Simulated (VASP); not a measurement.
Write the native input for VASP 6.6.1 that does the following.

```
Task                   : single point
Functional             : PBEsol
Potentials or basis    : VASP PAW PBE potentials, release 64 (V_sv)
Cutoff                 : 520 eV
k mesh                 : 10 × 10 × 10
Occupations            : gaussian, width 0.1 eV
Spin                   : no spin polarisation
Dipole correction      : no
Further INCAR settings : ALGO = Normal; EDIFF = 1e-06; NBANDS = 12
```

The structure of V lies in POSCAR:

```
V
1.0
   -1.4831277159      1.4831277159      1.4831277159
    1.4831277159     -1.4831277159      1.4831277159
    1.4831277159      1.4831277159     -1.4831277159
V
1
Direct
    0.0000000000      0.0000000000      0.0000000000
```

These files were run (other wordings do the same):

INCAR

```
SYSTEM = V
PREC = Accurate
ENCUT = 520
EDIFF = 1E-6
ISMEAR = 0
SIGMA = 0.1
LREAL = .FALSE.
LASPH = .TRUE.
NELM = 60
ALGO = Normal
ISIF = 2
LWAVE = .FALSE.
LCHARG = .TRUE.
GGA = PS
LELF = .TRUE.
LVHAR = .TRUE.
NBANDS = 12
```

KPOINTS

```
Automatic mesh
0
G
  10 10 10
  0 0 0
```

Potentials or basis: VASP PAW PBE potentials, release 64 (V_sv).

Launch:

```bash
$ cat potpaw_PBE.64/V_sv/POTCAR > POTCAR
$ mpirun -np 1 vasp_std > vasp.out
```

It gave:

```json
{
  "Pressure": "0.0 GPa"
}
```

Caveat: the PAW data sets were made with another functional, which shifts forces and pressure a little.

Wall time 5.2 s on 1 thread of Intel Xeon 6975P-C (shared host), peak memory 0.13 GiB.
